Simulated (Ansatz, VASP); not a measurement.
## One calculation of FeO, two programs

Contents of INCAR:

```
SYSTEM = FeO
PREC = Accurate ; ENCUT = 520
EDIFF = 1E-6 ; ISMEAR = -1
SIGMA = 0.05 ; LREAL = .False.
LASPH = .True. ; NELM = 150
ALGO = Normal ; ISIF = 2
LWAVE = .False. ; LCHARG = .False.
ISPIN = 2 ; MAGMOM = 4.5 0
LORBIT = 11 ; NUPDOWN = 4.5
LMAXMIX = 4 ; GGA = PE
NBANDS = 18
```

KPOINTS

```
regular mesh
0
Gamma
  9 9 9
  0 0 0
```

The input POSCAR:

```
FeO
1.0
    0.0000000000      2.1554000000      2.1554000000
    2.1554000000      0.0000000000      2.1554000000
    2.1554000000      2.1554000000      0.0000000000
Fe O
1 1
Direct
    0.0000000000      0.0000000000      0.0000000000
    0.5000000000      0.5000000000      0.5000000000
```

File input.yaml:

```yaml
crystal:
  lattice:
    - [0.0, 2.1554, 2.1554]
    - [2.1554, 0.0, 2.1554]
    - [2.1554, 2.1554, 0.0]
  atoms:
    - { symbol: Fe, position: [0.0, 0.0, 0.0], spin: 4.5 }
    - { symbol: O, position: [0.5, 0.5, 0.5] }
hamiltonian:
  xc: pbe
  pseudopotentials: { kind: paw }
magnetization:
  spin_polarized: true
  initial_magnetization: 4.5
  spin_locking: { lock_magnetization: hard }
kpoints:
  mp_grid: { grid: [9, 9, 9] }
scf:
  occupations: { method: fermi_dirac, width: 0.05 }
  lower_state_search: "off"
output:
  forces: true
  stress: true
  eigenvalues: true
  write_density: true
  write_potential: true
  elf: true
  volumetric_format: npy
```

Alike in both runs: task single point; functional PBE; k mesh 9 × 9 × 9; occupations fermi-dirac, width 0.05 eV; collinear spin; fixed moment 4.5 μB.

|  | VASP | Ansatz |
| --- | --- | --- |
| version | VASP 6.6.1 | Ansatz 0.2.0 |
| potentials or method | VASP PAW PBE potentials, release 64 (Fe, O) | Ansatz PAW |
| plane-wave cutoff (eV) | 520 | 420 |
| valence electrons in the cell | 14 | 22 |

Ansatz gave:

| Item | Value |
| --- | --- |
| pressure (GPa) | 11.3 |
| net moment per atom (μB) | 2.25 |
| size of the moment on the site where the two differ most (μB) | 3.64 |

Estimate VASP's values.

pressure (GPa): 11.4; net moment per atom (μB): 2.25; size of the moment on the site where the two differ most (μB): 3.86.

Site moments also hang on the region over which each program counts them. With one functional, cell and mesh, what is left measures potentials, basis and numerics. VASP's potentials hold 14 valence electrons a cell and Ansatz's 22, so a difference there can come from the potentials and not from the codes.
